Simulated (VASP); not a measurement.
A run of VASP 6.6.1 is set up as follows.

Contents of INCAR:

```
SYSTEM = Nb
PREC = Accurate ; ENCUT = 520
EDIFF = 1E-6 ; ISMEAR = -1
SIGMA = 0.15 ; LREAL = .False.
LASPH = .True. ; NELM = 100
ALGO = Normal ; ISIF = 2
LWAVE = .False. ; LCHARG = .True.
GGA = PE ; LELF = .True.
LVHAR = .True. ; NBANDS = 12
```

File KPOINTS:

```
Automatic mesh
0
Gamma
  12 12 12
  0 0 0
```

Contents of POSCAR:

```
Nb
1.0
    0.0000000000      2.1290070307      2.1290070307
    2.1290070307      0.0000000000      2.1290070307
    2.1290070307      2.1290070307      0.0000000000
Nb
1
Direct
    0.0000000000      0.0000000000      0.0000000000
```

Potentials or basis: VASP PAW PBE potentials, release 64 (Nb_sv).

Launch:

```bash
$ cat potpaw_PBE.64/Nb_sv/POTCAR > POTCAR
$ mpirun -np 1 vasp_std > vasp.out
```

Q: Estimate the pressure.

A: -4.2 GPa.
